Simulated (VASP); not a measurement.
Write the native input for VASP 6.6.1 that does the following.

```
Task                   : single point
Functional             : PBE
Potentials or basis    : VASP PAW PBE potentials, release 64 (Si, H, Cl)
Cutoff                 : 400 eV
k mesh                 : 10 × 10 × 1
Occupations            : gaussian, width 0.03 eV
Spin                   : no spin polarisation
Dipole correction      : yes
Further INCAR settings : ALGO = Normal; EDIFF = 1e-06; NBANDS = 41; NELMDL = -8
```

The structure of Si12HCl lies in POSCAR:

```
Si12HCl
1.0
    3.8678033835      0.0000000000      0.0000000000
   -1.9339016918      3.3496159870      0.0000000000
    0.0000000000      0.0000000000     35.1297532500
Si H Cl
12 1 1
Direct
    0.0000000000      0.0000000000      0.7275081043
    0.3333333333      0.6666666667      0.7055405536
    0.3333333333      0.6666666667      0.6380670771
    0.6666666667      0.3333333333      0.6155657471
    0.6666666667      0.3333333333      0.5481677141
    0.0000000000      0.0000000000      0.5257055127
    0.0000000000      0.0000000000      0.4582874429
    0.3333333333      0.6666666667      0.4358179717
    0.3333333333      0.6666666667      0.3684094839
    0.6666666667      0.3333333333      0.3459330827
    0.6666666667      0.3333333333      0.2786672600
    0.0000000000      0.0000000000      0.2561930900
    0.0000000000      0.0000000000      0.2134942400
    0.0000000000      0.0000000000      0.7865994649
```

The input as run:

INCAR

```
SYSTEM = Si12HCl
PREC = Accurate ; ENCUT = 400
EDIFF = 1E-6 ; ISMEAR = 0
SIGMA = 0.03 ; LREAL = .FALSE.
LASPH = .TRUE. ; NELM = 120
ALGO = Normal ; ISIF = 2
LWAVE = .FALSE. ; LCHARG = .TRUE.
LDIPOL = .TRUE. ; IDIPOL = 3
DIPOL = 0.5 0.5 0.493 ; GGA = PE
LELF = .TRUE. ; LVHAR = .TRUE.
LVACPOTAV = .TRUE. ; NBANDS = 41
GGA_COMPAT = .FALSE. ; NELMDL = -8
```

KPOINTS

```
regular mesh
0
G
  10 10 1
  0 0 0
```

Potentials or basis: VASP PAW PBE potentials, release 64 (Si, H, Cl).

Launch:

```bash
$ cat potpaw_PBE.64/Si/POTCAR potpaw_PBE.64/H/POTCAR potpaw_PBE.64/Cl/POTCAR > POTCAR
$ mpirun -np 1 vasp_std > vasp.out
```

It gave:

```json
{
  "Largest force": "0.279 eV/Å",
  "Band gap on the k mesh": "0.83 eV (least direct gap 1.52 eV)"
}
```

Wall time 15 min on 1 thread of Intel Xeon 8259CL, with other jobs on the host, peak memory 0.53 GiB.
